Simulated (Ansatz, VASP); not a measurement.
# ZnS in VASP and in Ansatz

The input INCAR:

```
ALGO     = Normal         # electronic algorithm
EDIFF    = 1E-8           # SCF threshold, eV
ENCUT    = 520            # plane-wave cutoff, eV
GGA      = PS             # functional
ISIF     = 2              # what is computed and relaxed
ISMEAR   = 0              # smearing method
LASPH    = T              # aspherical terms in the spheres
LCHARG   = F              # write CHGCAR
LEFG     = T            
LREAL    = F              # projectors in reciprocal space
LWAVE    = F              # write WAVECAR
NBANDS   = 16             # bands
NELM     = 100            # most SCF steps
PREC     = Accurate       # precision mode
SIGMA    = 0.05           # smearing width, eV
```

The input KPOINTS:

```
k-points
0
Gamma
  10 10 10
```

POSCAR

```
ZnS
1.0
    0.0000000000      2.6781770825      2.6781770825
    2.6781770825      0.0000000000      2.6781770825
    2.6781770825      2.6781770825      0.0000000000
Zn S
1 1
Direct
    0.0000000000      0.0000000000      0.0000000000
    0.7500000000      0.7500000000      0.7500000000
```

Input for Ansatz:

```yaml
crystal:
  lattice:
    - [0.0, 2.6781770825, 2.6781770825]
    - [2.6781770825, 0.0, 2.6781770825]
    - [2.6781770825, 2.6781770825, 0.0]
  atoms:
    - { symbol: Zn, position: [0.0, 0.0, 0.0] }
    - { symbol: S, position: [0.75, 0.75, 0.75] }
basis:
  ecutwfc: 420
  ecutrho_ratio: 4
kpoints:
  mp_grid: { grid: [10, 10, 10] }
hamiltonian:
  xc: pbesol
scf:
  occupations: { method: gaussian, width: 0.05 }
  n_extra_bands: 20
output:
  forces: true
  stress: true
  eigenvalues: true
  optics: { de: 0.05 }
  efg: {}
```

Alike in both runs: task electric field gradients; functional PBEsol; k mesh 10 × 10 × 10; occupations gaussian, width 0.05 eV; no spin polarisation.

```csv
,VASP,Ansatz
version,VASP 6.6.1,Ansatz 0.2.0
potentials or method,"VASP PAW PBE potentials, release 64 (Zn, S), cutoff 520 eV","scalar-relativistic, plane waves, PAW"
valence electrons in the cell,18,18
```

VASP gave:

* gap on the k mesh at the Fermi level (eV): 2.09
* least direct gap on the mesh (eV): 2.09
* pressure (GPa): 0.2

**Question.** Which values does Ansatz return?

**Answer.** gap on the k mesh at the Fermi level (eV): 2.09; least direct gap on the mesh (eV): 2.09; pressure (GPa): 0.0.

VASP's potentials were made for PBE, not for PBEsol. The functional is the same, so the differences come from potentials, cutoffs and numerics.
